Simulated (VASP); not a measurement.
# Mg16Si3Sn5 (P1) in VASP: single point with PBEsol

Aim: the single point of Mg16Si3Sn5 with PBEsol.

Everything below comes from runs of VASP 6.6.1. Logs are shortened: lines on timing, memory, paths and dates and some standing lists are left out, and cuts for length are marked.

### 1 The cell of the first run

The typed cell holds 96 atoms: a = 13.178 Å, b = 13.178 Å, c = 13.178 Å, α = 90.00°, β = 90.00°, γ = 90.00°.

### 2 Single point, PBEsol

The input, INCAR:

```
SYSTEM = Mg16Si3Sn5
PREC = Accurate
ENCUT = 500
EDIFF = 1E-6
ISMEAR = -1
SIGMA = 0.05
LREAL = Auto
LASPH = .True.
NELM = 120
ALGO = Normal
ISIF = 2
LWAVE = .False.
LCHARG = .False.
GGA = PS
ISYM = -1
NBANDS = 282
GGA_COMPAT = .False.
```

The input, KPOINTS:

```
explicit points
1
Reciprocal
  0.25000000   0.25000000   0.25000000 1
```

The input, POSCAR:

```
Mg16Si3Sn5
1.0
   13.1782232715      0.0000000000      0.0000000000
    0.0000000000     13.1782232715      0.0000000000
    0.0000000000      0.0000000000     13.1782232715
Mg Si Sn
64 12 20
Direct
    0.3700590000      0.1295860000      0.1173460000
    0.3749450000      0.1251230000      0.6268000000
    0.3742460000      0.6256120000      0.1257230000
    0.3754270000      0.6250780000      0.6238350000
    0.8762780000      0.1159070000      0.1241740000
    0.8749780000      0.1251030000      0.6332400000
    0.8789310000      0.6222020000      0.1275340000
    0.8755400000      0.6259310000      0.6255820000
    0.1239360000      0.3740080000      0.1147790000
    0.1262520000      0.3646270000      0.6258740000
    0.1155840000      0.8754720000      0.1240290000
    0.1296670000      0.8802770000      0.6308140000
    0.6308230000      0.3785590000      0.1292930000
    0.6193590000      0.3676610000      0.6292870000
    0.6310120000      0.8785300000      0.1294510000
    0.6253040000      0.8852620000      0.6233930000
    0.1294910000      0.1291190000      0.3815630000
    0.1256530000      0.1261500000      0.8735160000
    0.1196640000      0.6301990000      0.3697730000
    0.1206150000      0.6183130000      0.8810780000
    0.6246440000      0.1173530000      0.3766820000
    0.6253990000      0.1255170000      0.8662680000
    0.6309630000      0.6203140000      0.3714130000
    0.6259220000      0.6256330000      0.8752030000
    0.1240090000      0.1256740000      0.1135210000
    0.1294110000      0.1273360000      0.6297040000
    0.1144720000      0.6242340000      0.1240050000
    0.1245610000      0.6255280000      0.6247750000
    0.6299450000      0.1199380000      0.1294030000
    0.6192200000      0.1222570000      0.6277580000
    0.6307200000      0.6212020000      0.1286010000
    0.6246020000      0.6245680000      0.6232040000
    0.3698170000      0.3686930000      0.3810910000
    0.3742140000      0.3644930000      0.8738600000
    0.3812190000      0.8805850000      0.3797840000
    0.3695680000      0.8814680000      0.8703720000
    0.8713160000      0.3791680000      0.3691710000
    0.8851340000      0.3728310000      0.8766870000
    0.8745660000      0.8741580000      0.3663840000
    0.8760540000      0.8845190000      0.8767320000
    0.3677880000      0.3692560000      0.1189310000
    0.3743760000      0.3632410000      0.6255240000
    0.3754800000      0.8746560000      0.1239520000
    0.3746420000      0.8855440000      0.6237370000
    0.8758950000      0.3829770000      0.1234610000
    0.8797170000      0.3681690000      0.6292750000
    0.8778290000      0.8770200000      0.1273800000
    0.8698750000      0.8793810000      0.6305650000
    0.3748340000      0.1250180000      0.3859850000
    0.3698240000      0.1281630000      0.8690500000
    0.3746140000      0.6240680000      0.3746740000
    0.3731140000      0.6256520000      0.8745780000
    0.8699690000      0.1197510000      0.3698610000
    0.8800830000      0.1221650000      0.8718100000
    0.8743660000      0.6259700000      0.3652920000
    0.8795050000      0.6187270000      0.8813190000
    0.1283560000      0.3684440000      0.3801580000
    0.1215740000      0.3685130000      0.8774180000
    0.1190890000      0.8712300000      0.3689390000
    0.1236580000      0.8850840000      0.8758630000
    0.6288240000      0.3781140000      0.3702010000
    0.6191630000      0.3671760000      0.8709320000
    0.6256930000      0.8822130000      0.3753140000
    0.6304670000      0.8808310000      0.8696460000
    0.9998760000      0.0015550000      0.9985820000
    0.0001410000      0.4973650000      0.0011030000
    0.5001910000      0.0032240000      0.5025020000
    0.2470220000      0.2483140000      0.9944920000
    0.2507790000      0.2463120000      0.5050260000
    0.2496350000      0.0047400000      0.7500510000
    0.7513810000      0.9980570000      0.2498960000
    0.7501990000      0.0038960000      0.7498760000
    0.7532140000      0.5012430000      0.2478440000
    0.0029020000      0.2467020000      0.7518030000
    0.9966020000      0.7501870000      0.2461970000
    0.4970050000      0.2448700000      0.7490610000
    0.9991410000      0.0001760000      0.5015220000
    0.9999030000      0.4982440000      0.4990590000
    0.5007260000      0.0023420000      0.9971970000
    0.4992640000      0.4975010000      0.9996770000
    0.4997480000      0.4961070000      0.4998200000
    0.2455340000      0.7515730000      0.9996810000
    0.2496800000      0.7532200000      0.4990630000
    0.7524860000      0.2478620000      0.9995710000
    0.7491820000      0.2480810000      0.5002670000
    0.7532370000      0.7512440000      0.0007460000
    0.7504550000      0.7523940000      0.4981120000
    0.2492050000      0.0023040000      0.2489750000
    0.2462520000      0.4975850000      0.2490950000
    0.2490020000      0.4952620000      0.7503870000
    0.7509530000      0.4958920000      0.7511520000
    0.0002360000      0.2491540000      0.2472420000
    0.0002370000      0.7517700000      0.7541800000
    0.4988530000      0.2479000000      0.2506750000
    0.5030580000      0.7504360000      0.2514820000
    0.4998440000      0.7544450000      0.7483260000
```

Potentials or basis: VASP PAW PBE potentials, release 64 (Mg, Si, Sn_d).

The run is started by

```
cat potpaw_PBE.64/Mg/POTCAR potpaw_PBE.64/Si/POTCAR potpaw_PBE.64/Sn_d/POTCAR > POTCAR
mpirun -np 1 vasp_std > vasp.out
```

OUTCAR:

```text
SYSTEM = Mg16Si3Sn5
   PREC = Accurate
   ENCUT = 500
   EDIFF = 1E-6
   ISMEAR = -1
   LREAL = Auto
   LASPH = .True.
   NELM = 120
   ISIF = 2
   GGA = PS
   ISYM = -1

 ion  position               nearest neighbor table
   1  0.370  0.130  0.117-  68 2.77  79 2.88  88 2.89  94 2.90  41 3.16  25 3.24  50 3.27  43 3.36
                            29 3.43  49 3.54
   2  0.375  0.125  0.627-  76 2.77  69 2.79  70 2.81  67 2.83  42 3.14  44 3.16  49 3.17  50 3.19
                            30 3.22  26 3.24
   3  0.374  0.626  0.126-  80 2.89  95 2.89  89 2.89  82 2.90  51 3.28  43 3.28  52 3.31  41 3.38
                            31 3.38  27 3.42
   4  0.375  0.625  0.624-  81 2.87  96 2.88  83 2.88  90 2.91  51 3.28  32 3.28  52 3.30  28 3.31
                            44 3.43  42 3.45
   5  0.876  0.116  0.124-  65 2.77  71 2.80  84 2.90  92 2.90  47 3.15  53 3.24  29 3.25  25 3.27
                            54 3.33  45 3.52
   6  0.875  0.125  0.633-  72 2.76  74 2.80  77 2.90  85 2.91  54 3.14  46 3.20  48 3.24  26 3.35
                            30 3.37  53 3.47
   7  0.879  0.622  0.128-  75 2.77  73 2.79  66 2.83  86 2.90  27 3.10  55 3.13  45 3.15  56 3.25
                            31 3.27  47 3.36
   8  0.876  0.626  0.626-  78 2.88  87 2.88  93 2.88  91 2.89  28 3.28  32 3.31  48 3.34  56 3.37
                            46 3.40  55 3.43
   9  0.124  0.374  0.115-  66 2.75  68 2.81  89 2.90  92 2.90  58 3.13  41 3.21  25 3.27  45 3.27
                            27 3.30  57 3.50
  10  0.126  0.365  0.626-  69 2.77  74 2.79  90 2.88  78 2.94  26 3.13  57 3.24  46 3.25  42 3.27
                            58 3.32  28 3.44
  11  0.116  0.875  0.124-  75 2.79  65 2.80  82 2.88  88 2.93  47 3.13  59 3.23  60 3.27  25 3.30
                            27 3.31  43 3.42
[... 164 lines left out ...]
  94  0.499  0.248  0.251-  61 2.89  33 2.89  29 2.90   1 2.90  21 2.91  49 2.91  13 2.92  41 2.92

  95  0.503  0.750  0.251-  51 2.88  15 2.88  23 2.88  63 2.88  43 2.89   3 2.89  31 2.89  35 2.89

  96  0.500  0.754  0.748-   4 2.88  64 2.88  36 2.89  32 2.89  44 2.90  16 2.90  24 2.90  52 2.90

IMPORTANT INFORMATION: All symmetrisations will be switched off!
NOSYMM: (Re-)initialisation of all symmetry stuff for point group C_1.

----------------------------------------------------------------------------------------

                                     Primitive cell

  volume of cell :    2288.6036

  direct lattice vectors                    reciprocal lattice vectors
    13.178223272  0.000000000  0.000000000     0.075882764  0.000000000  0.000000000
     0.000000000 13.178223272  0.000000000     0.000000000  0.075882764  0.000000000
     0.000000000  0.000000000 13.178223272     0.000000000  0.000000000  0.075882764

  length of vectors
    13.178223272 13.178223272 13.178223272     0.075882764  0.075882764  0.075882764

  position of ions in fractional coordinates (direct lattice)
     0.370059000  0.129586000  0.117346000
     0.374945000  0.125123000  0.626800000
     0.374246000  0.625612000  0.125723000
     0.375427000  0.625078000  0.623835000
     0.876278000  0.115907000  0.124174000
     0.874978000  0.125103000  0.633240000
[... 88 lines left out ...]
     0.503058000  0.750436000  0.251482000
     0.499844000  0.754445000  0.748326000

  ion indices of the primitive-cell ions
   primitive index   ion index
                 1           1
                 2           2
                 3           3
                 4           4
                 5           5
                 6           6
[... 88 lines left out ...]
                95          95
                96          96

----------------------------------------------------------------------------------------

 KPOINTS: explicit points

Read explicit list of k-points.

 Found      1 k-points:
   k-points           NKPTS =      1   k-points in BZ     NKDIM =      1   number of bands    NBANDS=    282
   number of dos      NEDOS =    301   number of ions     NIONS =     96
   total plane-waves  NPLWV = 884736
   dimension x,y,z NGX =    96 NGY =   96 NGZ =   96
   dimension x,y,z NGXF=   192 NGYF=  192 NGZF=  192
   ions per type =              64  12  20
   NGX,Y,Z   is equivalent  to a cutoff of  12.11, 12.11, 12.11 a.u.
   NGXF,Y,Z  is equivalent  to a cutoff of  24.22, 24.22, 24.22 a.u.
 SYSTEM =  Mg16Si3Sn5
   PREC   = accura    normal or accurate (medium, high low for compatibility)
   ISTART =      0    job   : 0-new  1-cont  2-samecut
   ICHARG =      2    charge: 1-file 2-atom 10-const
   ISPIN  =      1    spin polarized calculation?
   LNONCOLLINEAR =      F non collinear calculations
   LSORBIT =      F    spin-orbit coupling
   LASPH  =      T    aspherical Exc in radial PAW
   ENCUT  =  500.0 eV  36.75 Ry    6.06 a.u.  24.03 24.03 24.03*2*pi/ulx,y,z
   NELM   =    120;   NELMIN=  2; NELMDL= -5     # of ELM steps
   EDIFF  = 0.1E-05   stopping-criterion for ELM
   LREAL  =      T    real-space projection
   EDIFFG = 0.1E-04   stopping-criterion for IOM
   NSW    =      0    number of steps for IOM
   IBRION =     -1    ionic relax: 0-MD 1-quasi-New 2-CG
   NFREE  =      0    steps in history (QN), initial steepest desc. (CG)
   ISIF   =      2    stress and relaxation
   ISYM   =     -1    0-nonsym 1-usesym 2-fastsym
   POTIM  = 0.5000    time-step for ionic-motion
   TEBEG  =    0.0;   TEEND  =   0.0 temperature during run
   PSTRESS=    0.0 pullay stress
   NELECT =     456.0000    total number of electrons
   NUPDOWN=      -1.0000    fix difference up-down
   EMIN   =  10.00;   EMAX   =-10.00  energy-range for DOS
   EFERMI =   0.00;   METHOD = LEGACY
   ISMEAR =    -1;   SIGMA  =   0.05  broadening in eV -4-tet -1-fermi 0-gaus
   EFERMI_NEDOS =   21; number of points for ismear=-14 and -15
   IALGO  =     38    algorithm
   IMIX   =      4    mixing-type and parameters
     AMIX     =   0.40;   BMIX     =  1.00
     AMIX_MAG =   1.60;   BMIX_MAG =  1.00
  volume/ion in A,a.u.               =      23.84       160.88
  Fermi-wavevector in a.u.,A,eV,Ry     =   0.956180  1.806918 12.439533  0.914280
  Thomas-Fermi vector in A             =   2.085085
   LORBIT       =      0    0 simple, 1 ext, 2 COOP (PROOUT), +10 PAW based schemes
   GGA     = PS    functional components
   LHFCALC =     F    Hartree Fock is set to
   AEXX    =    0.0000 exact exchange contribution
   IVDW    =     0    specifies the selected vdW correction
   LEPSILON=     F    determine dielectric tensor
   LRPA    =     F    only Hartree local field effects (RPA)
 non-spin polarized calculation
  energy-cutoff  :      500.00
  volume of cell :     2288.60
 maximum number of plane-waves:     58090
 NGX is ok and might be reduce to    96
   NGX = 49   NGY = 49   NGZ = 49

 number of electron     455.9999967 magnetization

 Free energy of the ion-electron system (eV)
  ---------------------------------------------------
  ext. energy  EPLUGINS =         0.00000000
  ---------------------------------------------------
  free energy    TOTEN  =      -281.50502339 eV

  energy without entropy =     -281.44841825  energy(sigma->0) =     -281.47672082

 E-fermi :   4.0826     XC(G=0):  -8.9082

 val. band max:        3.9204860306   @ k =   0.2500   0.2500   0.2500
 cond. band min:       4.2551522258   @ k =   0.2500   0.2500   0.2500
 fundamental gap:      0.3346661952
 Fermi energy:         4.0826047710

 k-point     1 :       0.2500    0.2500    0.2500
  band No.  band energies     occupation
      1     -16.7381      2.00000
      2     -16.7358      2.00000
      3     -16.7267      2.00000
      4     -16.7248      2.00000
      5     -16.7241      2.00000
      6     -16.7211      2.00000
[... 232 lines left out ...]
    239       5.0943      0.00000
    240       5.1175      0.00000
 [bands above 240 left out]

------------------------ aborting loop because EDIFF is reached ----------------------------------------

  FORCE on cell =-STRESS in cart. coord.  units (eV):
  Direction    XX          YY          ZZ          XY          YZ          ZX
  --------------------------------------------------------------------------------------
  -------------------------------------------------------------------------------------
  Total       -1.8541854     -0.3763899     -1.0835470     -6.0854002     -5.7012107     -6.4334281
  in kB       -1.2980552     -0.2634984     -0.7585562     -4.2601917     -3.9912331     -4.5038347
  external PRESSURE =      -0.7733699 kB  Pullay stress =       0.0000000 kB

 VOLUME and BASIS-vectors are now :
 -----------------------------------------------------------------------------
  energy-cutoff  :      500.00
  volume of cell :     2288.60
      direct lattice vectors                 reciprocal lattice vectors
    13.178223272  0.000000000  0.000000000     0.075882764  0.000000000  0.000000000
     0.000000000 13.178223272  0.000000000     0.000000000  0.075882764  0.000000000
     0.000000000  0.000000000 13.178223272     0.000000000  0.000000000  0.075882764

 POSITION                                       TOTAL-FORCE (eV/Angst)
 -----------------------------------------------------------------------------------
      4.87672      1.70771      1.54641        -0.009633      0.004674     -0.008687
      4.94111      1.64890      8.26011        -0.008382     -0.002854     -0.002808
      4.93190      8.24445      1.65681        -0.015931      0.001091     -0.001552
      4.94746      8.23742      8.22104        -0.016031     -0.004852      0.004363
     11.54779      1.52745      1.63639        -0.010895     -0.004343     -0.003843
     11.53066      1.64864      8.34498        -0.005047      0.001516     -0.004107
[... 88 lines left out ...]
      6.62941      9.88941      3.31409         0.003554      0.001758      0.003812
      6.58706      9.94224      9.86161        -0.002339      0.001695      0.000530
 -----------------------------------------------------------------------------------
    total drift:                                0.003828     -0.012035     -0.009612

  FREE ENERGIE OF THE ION-ELECTRON SYSTEM (eV)
  ---------------------------------------------------
  free  energy   TOTEN  =      -281.5050233909 eV

  energy  without entropy=     -281.4484182457  energy(sigma->0) =     -281.47672082
```

Run time: 16 min. Hardware: 1 thread of Intel Xeon Platinum 8488C (Sapphire Rapids), shared host; peak memory 1.8 GiB.

Results:

```yaml
Free_energy: -281.5050 eV
Pressure: -0.1 GPa
Largest_force: 0.020 eV/Å
```

Forces in eV/Å, atoms in the order of the input:
```
Mg  -0.010  0.005 -0.009
Mg  -0.008 -0.003 -0.003
Mg  -0.016  0.001 -0.002
Mg  -0.016 -0.005  0.004
Mg  -0.011 -0.004 -0.004
Mg  -0.005  0.002 -0.004
Mg  -0.014 -0.001 -0.004
Mg  -0.014  0.001 -0.004
Mg  -0.014 -0.003 -0.003
Mg  -0.015  0.002 -0.001
Mg  -0.009  0.001 -0.004
Mg  -0.008  0.002 -0.004
Mg  -0.013 -0.006 -0.007
Mg  -0.015 -0.001  0.003
Mg  -0.012  0.010 -0.008
Mg  -0.011 -0.002  0.000
Mg  -0.007  0.000 -0.007
Mg  -0.008 -0.004 -0.006
Mg  -0.014  0.000 -0.007
Mg  -0.017 -0.003 -0.003
Mg  -0.012 -0.001 -0.008
Mg  -0.013 -0.003 -0.008
Mg  -0.014  0.000  0.000
Mg  -0.017  0.006 -0.002
Mg   0.007 -0.001  0.002
Mg   0.011  0.001  0.009
Mg   0.019  0.001  0.000
Mg   0.012 -0.002  0.008
Mg   0.009  0.003  0.007
Mg   0.011  0.002 -0.002
Mg   0.013 -0.004  0.004
Mg   0.014 -0.002  0.004
Mg  -0.009  0.002 -0.004
Mg  -0.017 -0.001 -0.007
Mg  -0.009  0.007 -0.007
Mg  -0.016 -0.001 -0.001
Mg  -0.013 -0.004  0.002
Mg  -0.017 -0.005 -0.004
Mg  -0.008 -0.003 -0.010
Mg  -0.008 -0.001 -0.003
Mg   0.017 -0.003  0.008
Mg   0.012  0.003 -0.002
Mg   0.010 -0.003  0.006
Mg   0.012  0.007  0.006
Mg   0.014  0.006  0.005
Mg   0.020 -0.001  0.003
Mg   0.010  0.006  0.003
Mg   0.009 -0.004  0.008
Mg   0.006 -0.002  0.007
Mg   0.012 -0.007  0.006
Mg   0.011 -0.002  0.003
Mg   0.017  0.003 -0.002
Mg   0.010  0.006  0.000
Mg   0.014  0.004  0.006
Mg   0.012 -0.003  0.005
Mg   0.014 -0.002  0.002
Mg   0.010  0.001  0.003
Mg   0.016  0.008  0.000
Mg   0.005  0.000  0.007
Mg   0.013  0.010  0.005
Mg   0.014  0.003  0.000
Mg   0.016  0.001  0.001
Mg   0.007  0.002  0.008
Mg   0.011 -0.006  0.005
Si  -0.004  0.009 -0.005
Si   0.004  0.000  0.004
Si   0.003 -0.004 -0.001
Si   0.002  0.005  0.000
Si   0.002  0.001 -0.003
Si  -0.001  0.003  0.001
Si   0.002  0.000 -0.004
Si   0.004 -0.003 -0.010
Si  -0.003  0.003  0.004
Si  -0.008  0.004 -0.001
Si   0.003 -0.002  0.002
Si   0.004  0.001  0.003
Sn  -0.001  0.001  0.005
Sn  -0.001 -0.002 -0.007
Sn  -0.002 -0.005 -0.001
Sn   0.003 -0.018  0.004
Sn   0.000 -0.004 -0.001
Sn  -0.001 -0.003  0.006
Sn  -0.005  0.010 -0.001
Sn   0.002  0.005 -0.003
Sn   0.003 -0.018  0.000
Sn   0.005  0.004  0.000
Sn  -0.004  0.002 -0.004
Sn  -0.011  0.001  0.008
Sn   0.002 -0.004 -0.006
Sn   0.000  0.002 -0.006
Sn   0.000  0.000  0.009
Sn   0.003 -0.009  0.003
Sn  -0.003  0.005 -0.007
Sn  -0.001  0.000  0.000
Sn   0.004  0.002  0.004
Sn  -0.002  0.002  0.001
```

Stress tensor (GPa, compression positive):
```
-0.13 -0.43 -0.45
-0.43 -0.03 -0.40
-0.45 -0.40 -0.08
```

Caveat: the PAW data sets were made with another functional, which shifts forces and pressure a little; spin-orbit coupling is left out, which moves the levels of the heavy elements.
